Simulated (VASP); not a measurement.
# Bi (I4/mmm) in VASP: further runs

The runs below take Bi through single point, with PBE+D3(BJ).

All numbers are computed with VASP 6.6.1; they aren't measurements. Logs are shortened: lines on timing, memory, paths and dates and some standing lists are left out, and cuts for length are marked.

## 1. The cell of the first run

The structure is tetragonal, space group I4/mmm (No. 139). Conventional cell: a = 3.429 Å, b = 3.429 Å, c = 4.982 Å, α = 90.00°, β = 90.00°, γ = 90.00°. Bi (site symmetry 4/mmm) has 12 Bi at 3.43 to 3.48 Å within 4.5 Å.

## 2. Single point, PBE+D3(BJ) (29.29 Å³/atom)

Input file INCAR:

```
PREC     = Accurate       # precision mode
ENCUT    = 520            # plane-wave cutoff, eV
EDIFF    = 1E-6           # SCF threshold, eV
ISMEAR   = 0              # smearing method
SIGMA    = 0.15           # smearing width, eV
LREAL    = False          # projectors in reciprocal space
LASPH    = True           # aspherical terms in the spheres
NELM     = 100            # most SCF steps
ALGO     = Fast           # electronic algorithm
ISIF     = 2              # what is computed and relaxed
LWAVE    = False          # write WAVECAR
LCHARG   = False          # write CHGCAR
GGA      = PE             # functional
IVDW     = 12             # dispersion correction
NBANDS   = 14             # bands
```

Input file KPOINTS:

```
regular mesh
0
Gamma
  18 18 18
```

Input file POSCAR:

```
Bi
1.0
   -1.7144949006      1.7144949006      2.4911610906
    1.7144949006     -1.7144949006      2.4911610906
    1.7144949006      1.7144949006     -2.4911610906
Bi
1
Direct
    0.0000000000      0.0000000000      0.0000000000
```

Potentials or basis: VASP PAW PBE potentials, release 64 (Bi_d).

The run is started by

```sh
> cat potpaw_PBE.64/Bi_d/POTCAR > POTCAR
> mpirun -np 1 vasp_std > vasp.out
```

OUTCAR:

```text
PREC = Accurate
   ENCUT = 520
   EDIFF = 1E-6
   ISMEAR = 0
   LREAL = False
   LASPH = True
   NELM = 100
   ISIF = 2
   GGA = PE
   IVDW = 12
 IVDW          = 12

 ion  position               nearest neighbor table
   1  0.000  0.000  0.000-

  LATTYP: Found a body centered tetragonal cell.
 ALAT       =     3.4289898012
 C/A-ratio  =     1.4530000000

  Lattice vectors:

 A1 = (  -1.7144949006,   1.7144949006,   2.4911610906)
 A2 = (   1.7144949006,  -1.7144949006,   2.4911610906)
 A3 = (   1.7144949006,   1.7144949006,  -2.4911610906)

Analysis of symmetry for initial positions (statically):
=====================================================================
 Subroutine PRICEL returns:
 Original cell was already a primitive cell.

 Routine SETGRP: Setting up the symmetry group for a
 body centered tetragonal supercell.

 Subroutine GETGRP returns: Found 16 space group operations
 (whereof 16 operations were pure point group operations)
 out of a pool of 16 trial point group operations.

The static configuration has the point symmetry D_4h.

Analysis of symmetry for dynamics (positions and initial velocities):
=====================================================================
 Subroutine PRICEL returns:
 Original cell was already a primitive cell.

 Routine SETGRP: Setting up the symmetry group for a
 body centered tetragonal supercell.

 Subroutine GETGRP returns: Found 16 space group operations
 (whereof 16 operations were pure point group operations)
 out of a pool of 16 trial point group operations.

The dynamic configuration has the point symmetry D_4h.

 Subroutine INISYM returns: Found 16 space group operations
 (whereof 16 operations are pure point group operations),
 and found     1 'primitive' translations

----------------------------------------------------------------------------------------

                                     Primitive cell

  volume of cell :      29.2910

  direct lattice vectors                    reciprocal lattice vectors
    -1.714494901  1.714494901  2.491161091     0.000000000  0.291631080  0.200709622
     1.714494901 -1.714494901  2.491161091     0.291631080  0.000000000  0.200709622
     1.714494901  1.714494901 -2.491161091     0.291631080  0.291631080  0.000000000

  length of vectors
     3.476329833  3.476329833  3.476329833     0.354024066  0.354024066  0.412428629

  position of ions in fractional coordinates (direct lattice)
[... 86 lines left out ...]
   TEBEG  =    0.0;   TEEND  =   0.0 temperature during run
   PSTRESS=    0.0 pullay stress
   NELECT =      15.0000    total number of electrons
   NUPDOWN=      -1.0000    fix difference up-down
   EMIN   =  10.00;   EMAX   =-10.00  energy-range for DOS
   EFERMI =   0.00;   METHOD = LEGACY
   ISMEAR =     0;   SIGMA  =   0.15  broadening in eV -4-tet -1-fermi 0-gaus
   EFERMI_NEDOS =   21; number of points for ismear=-14 and -15
   IALGO  =     68    algorithm
   IMIX   =      4    mixing-type and parameters
     AMIX     =   0.40;   BMIX     =  1.00
     AMIX_MAG =   1.60;   BMIX_MAG =  1.00
  volume/ion in A,a.u.               =      29.29       197.67
  Fermi-wavevector in a.u.,A,eV,Ry     =   1.309766  2.475100 23.340632  1.715488
  Thomas-Fermi vector in A             =   2.440343
   LORBIT       =      0    0 simple, 1 ext, 2 COOP (PROOUT), +10 PAW based schemes
   GGA     = PE    functional components
   LHFCALC =     F    Hartree Fock is set to
   AEXX    =    0.0000 exact exchange contribution
   IVDW    =    12    specifies the selected vdW correction
   LEPSILON=     F    determine dielectric tensor
   LRPA    =     F    only Hartree local field effects (RPA)
 non-spin polarized calculation
 RMM-DIIS sequential band-by-band and
 Gauss-broadening in eV      SIGMA  =   0.15
  energy-cutoff  :      520.00
  volume of cell :       29.29
 maximum number of plane-waves:       807
 NGX is ok and might be reduce to    28
   NGX = 13   NGY = 13   NGZ = 13

 number of electron      15.0000000 magnetization

 Free energy of the ion-electron system (eV)
  ---------------------------------------------------
  ext. energy  EPLUGINS =         0.00000000
  ---------------------------------------------------
  free energy    TOTEN  =        -3.67073585 eV

  energy without entropy =       -3.66280407  energy(sigma->0) =       -3.66676996

 E-fermi :   8.8127     XC(G=0): -10.5889

 val. band max:        8.8123397350   @ k =   0.4444   0.2778   0.1111
 cond. band min:       8.8141974147   @ k =  -0.2222   0.5000   0.1111
 fundamental gap:      0.0018576797
 Fermi energy:         8.8127277959

 k-point     1 :       0.0000    0.0000    0.0000
  band No.  band energies     occupation
      1     -14.3843      2.00000
      2     -14.3652      2.00000
      3     -14.3652      2.00000
      4     -14.2969      2.00000
      5     -14.2720      2.00000
      6      -5.2653      2.00000
      7      14.1380      0.00000
      8      14.1380      0.00000
      9      14.1531      0.00000
     10      17.8062      0.00000
     11      18.3524      0.00000
     12      19.8480      0.00000
     13      19.9498      0.00000
     14      19.9498      0.00000
[... 377 lines left out ...]
      1     -14.3701      2.00000
      2     -14.3522      2.00000
      3     -14.3381      2.00000
      4     -14.2817      2.00000
      5     -14.2637      2.00000
      6      -4.4480      2.00000
      7       9.0444      0.02894
      8      12.7796      0.00000
      9      13.3932      0.00000
     10      16.9437      0.00000
     11      19.2651      0.00000
     12      20.1399      0.00000
     13      20.4671      0.00000
     14      21.3145      0.00000

 [... further k-points ...]

------------------------ aborting loop because EDIFF is reached ----------------------------------------

 Edisp (eV)   -0.53814

 E8    (eV) :    -0.2643

  FORCE on cell =-STRESS in cart. coord.  units (eV):
  Direction    XX          YY          ZZ          XY          YZ          ZX
  --------------------------------------------------------------------------------------
  -------------------------------------------------------------------------------------
  Total       0.35006     0.35006     0.38532     0.00000    -0.00000     0.00000
  in kB      19.14780    19.14780    21.07659     0.00000    -0.00000     0.00000
  external pressure =       19.79 kB  Pullay stress =        0.00 kB

 VOLUME and BASIS-vectors are now :
 -----------------------------------------------------------------------------
  energy-cutoff  :      520.00
  volume of cell :       29.29
      direct lattice vectors                 reciprocal lattice vectors
    -1.714494901  1.714494901  2.491161091     0.000000000  0.291631080  0.200709622
     1.714494901 -1.714494901  2.491161091     0.291631080  0.000000000  0.200709622
     1.714494901  1.714494901 -2.491161091     0.291631080  0.291631080  0.000000000

 POSITION                                       TOTAL-FORCE (eV/Angst)
 -----------------------------------------------------------------------------------
      0.00000      0.00000      0.00000         0.000000     -0.000000      0.000000
 -----------------------------------------------------------------------------------
    total drift:                               -0.000000     -0.000000     -0.000000

  FREE ENERGIE OF THE ION-ELECTRON SYSTEM (eV)
  ---------------------------------------------------
  free  energy   TOTEN  =        -4.2088789213 eV

  energy  without entropy=       -4.2009471471  energy(sigma->0) =       -4.20491303
```

OSZICAR:

```text
N       E                     dE             d eps       ncg     rms          rms(c)
DAV:   1     0.113980707239E+03    0.11398E+03   -0.77039E+03 13602   0.126E+03
DAV:   2     0.287109606029E+01   -0.11111E+03   -0.10760E+03 14442   0.341E+02
DAV:   3    -0.352350096305E+01   -0.63946E+01   -0.63665E+01 16608   0.788E+01
DAV:   4    -0.366970660147E+01   -0.14621E+00   -0.14616E+00 17380   0.127E+01
DAV:   5    -0.367576881579E+01   -0.60622E-02   -0.60620E-02 18856   0.236E+00    0.437E-01
RMM:   6    -0.367157150354E+01    0.41973E-02   -0.56275E-03 16484   0.885E-01    0.261E-01
RMM:   7    -0.367062160060E+01    0.94990E-03   -0.50450E-03 16643   0.733E-01    0.758E-02
RMM:   8    -0.367070497440E+01   -0.83374E-04   -0.10161E-03 18789   0.422E-01    0.118E-02
RMM:   9    -0.367073155982E+01   -0.26585E-04   -0.27788E-04 20892   0.160E-01    0.886E-03
RMM:  10    -0.367073377858E+01   -0.22188E-05   -0.53921E-05 19094   0.101E-01    0.203E-03
RMM:  11    -0.367073553961E+01   -0.17610E-05   -0.24958E-05 22755   0.454E-02    0.166E-03
RMM:  12    -0.367073584573E+01   -0.30612E-06   -0.27505E-06 11670   0.156E-02
   1 F= -.42088789E+01 E0= -.42049130E+01  d E =-.793177E-02
```

stdout:

```text
POSCAR found type information on POSCAR Bi
 POSCAR found :  1 types and       1 ions
 scaLAPACK will be used
 LDA part: xc-table for (Slater+PW92), standard interpolation
 POSCAR, INCAR and KPOINTS ok, starting setup
 FFT: planning ... GRIDC
 FFT: planning ... GRID_SOFT
 FFT: planning ... GRID
 WAVECAR not read
 entering main loop
WARNING in EDDRMM: call to ZHEGV failed, returncode =   6  3     11
WARNING in EDDRMM: call to ZHEGV failed, returncode =   6  3     13
WARNING in EDDRMM: call to ZHEGV failed, returncode =   8  4     13
WARNING in EDDRMM: call to ZHEGV failed, returncode =   8  4     12
WARNING in EDDRMM: call to ZHEGV failed, returncode =   8  4     13
WARNING in EDDRMM: call to ZHEGV failed, returncode =   6  3     11
WARNING in EDDRMM: call to ZHEGV failed, returncode =   8  4     12
WARNING in EDDRMM: call to ZHEGV failed, returncode =   6  3     11
```

Run time: 5.3 min. Hardware: 1 thread of Intel Xeon 8259CL, shared host; peak memory 0.31 GiB.

What came out:

- Free energy: -4.2089 eV
- Pressure: 2.0 GPa
- Band gap on the k mesh: zero (an odd number of electrons rules out a gap without spin polarisation)
- Dispersion energy per atom: -0.538 eV

Stress tensor (GPa, compression positive):
```
1.91 0.00 0.00
0.00 1.91 0.00
0.00 0.00 2.11
```

Caveat: spin-orbit coupling is left out, which moves the levels of the heavy elements.

## 3. Single point, PBE+D3(BJ) (32.50 Å³/atom)

This run uses another cell than the first one, of 32.50 Å³/atom.

Input file INCAR:

```
SYSTEM = Bi
ALGO = Fast
EDIFF = 1E-7
ENCUT = 520
GGA = PE
ISIF = 2
ISMEAR = 0
IVDW = 12
LASPH = .TRUE.
LCHARG = .FALSE.
LREAL = .FALSE.
LWAVE = .FALSE.
NBANDS = 14
NELM = 60
PREC = Accurate
SIGMA = 0.15
```

Input file KPOINTS:

```
k-points
0
G
  18 18 18
  0 0 0
```

Input file POSCAR:

```
Bi
1.0
   -1.7749673661      1.7749673661      2.5790275829
    1.7749673661     -1.7749673661      2.5790275829
    1.7749673661      1.7749673661     -2.5790275829
Bi
1
Direct
    0.0000000000      0.0000000000      0.0000000000
```

Potentials or basis: VASP PAW PBE potentials, release 64 (Bi_d).

The run is started by

```sh
> cat potpaw_PBE.64/Bi_d/POTCAR > POTCAR
> mpirun -np 1 vasp_std > vasp.out
```

OUTCAR:

```text
SYSTEM = Bi
   EDIFF = 1E-7
   ENCUT = 520
   GGA = PE
   ISIF = 2
   ISMEAR = 0
   IVDW = 12
   LASPH = .TRUE.
   LREAL = .FALSE.
   NELM = 60
   PREC = Accurate
 IVDW          = 12

 ion  position               nearest neighbor table
   1  0.000  0.000  0.000-

  LATTYP: Found a body centered tetragonal cell.
 ALAT       =     3.5499347322
 C/A-ratio  =     1.4530000000

  Lattice vectors:

 A1 = (  -1.7749673661,   1.7749673661,   2.5790275829)
 A2 = (   1.7749673661,  -1.7749673661,   2.5790275829)
 A3 = (   1.7749673661,   1.7749673661,  -2.5790275829)

[... 590 lines left out ...]
------------------------ aborting loop because EDIFF is reached ----------------------------------------

 Edisp (eV)   -0.48504

 E8    (eV) :    -0.2386

  FORCE on cell =-STRESS in cart. coord.  units (eV):
  Direction    XX          YY          ZZ          XY          YZ          ZX
  --------------------------------------------------------------------------------------
  -------------------------------------------------------------------------------------
  Total      -0.73820    -0.73820    -0.67034     0.00000    -0.00000     0.00000
  in kB     -36.39070   -36.39070   -33.04532     0.00000    -0.00000     0.00000
  external pressure =      -35.28 kB  Pullay stress =        0.00 kB

 VOLUME and BASIS-vectors are now :
 -----------------------------------------------------------------------------
  energy-cutoff  :      520.00
  volume of cell :       32.50
      direct lattice vectors                 reciprocal lattice vectors
    -1.774967366  1.774967366  2.579027583     0.000000000  0.281695320  0.193871521
     1.774967366 -1.774967366  2.579027583     0.281695320  0.000000000  0.193871521
     1.774967366  1.774967366 -2.579027583     0.281695320  0.281695320  0.000000000

 POSITION                                       TOTAL-FORCE (eV/Angst)
 -----------------------------------------------------------------------------------
      0.00000      0.00000      0.00000         0.000000      0.000000     -0.000000
 -----------------------------------------------------------------------------------
    total drift:                                0.000000     -0.000000     -0.000000

  FREE ENERGIE OF THE ION-ELECTRON SYSTEM (eV)
  ---------------------------------------------------
  free  energy   TOTEN  =        -4.1887600621 eV

  energy  without entropy=       -4.1787977816  energy(sigma->0) =       -4.18377892
```

stdout:

```text
POSCAR found type information on POSCAR Bi
 POSCAR found :  1 types and       1 ions
 scaLAPACK will be used
 LDA part: xc-table for (Slater+PW92), standard interpolation
 POSCAR, INCAR and KPOINTS ok, starting setup
 FFT: planning ... GRIDC
 FFT: planning ... GRID_SOFT
 FFT: planning ... GRID
 WAVECAR not read
 entering main loop
WARNING in EDDRMM: call to ZHEGV failed, returncode =   8  4     13
WARNING in EDDRMM: call to ZHEGV failed, returncode =   6  3     14
WARNING in EDDRMM: call to ZHEGV failed, returncode =   8  4     12
WARNING in EDDRMM: call to ZHEGV failed, returncode =   8  4     12
 num prob WARNING in EDDRMM: call to ZHEGV failed, returncode =   8  4     13
WARNING in EDDRMM: call to ZHEGV failed, returncode =   6  3     12
WARNING in EDDRMM: call to ZHEGV failed, returncode =   8  4     14
WARNING in EDDRMM: call to ZHEGV failed, returncode =   8  4     13
WARNING in EDDRMM: call to ZHEGV failed, returncode =   6  3     13
 num prob  num prob  num prob  num prob WARNING in EDDRMM: call to ZHEGV failed, returncode =   6  3     13
 num prob WARNING in EDDRMM: call to ZHEGV failed, returncode =   6  3     13
WARNING in EDDRMM: call to ZHEGV failed, returncode =   8  4     13
WARNING in EDDRMM: call to ZHEGV failed, returncode =   6  3     13
 num prob  num prob WARNING in EDDRMM: call to ZHEGV failed, returncode =   8  4     12
WARNING in EDDRMM: call to ZHEGV failed, returncode =   8  4     13
 num prob  num prob  num prob  num prob  num prob RMM:  15    -0.370372344841E+01    0.55268E-08   -0.10183E-07  9457   0.425E-03
```

It took 6 min on 1 thread of Intel Xeon 8259CL, shared host; peak memory 0.33 GiB.

What came out:

| Item | Value |
| --- | --- |
| Free energy | -4.1888 eV |
| Pressure | -3.5 GPa |
| Band gap on the k mesh | zero (an odd number of electrons rules out a gap without spin polarisation) |
| Dispersion energy per atom | -0.485 eV |

Caveat: the cell stands under tension; spin-orbit coupling is left out, which moves the levels of the heavy elements.
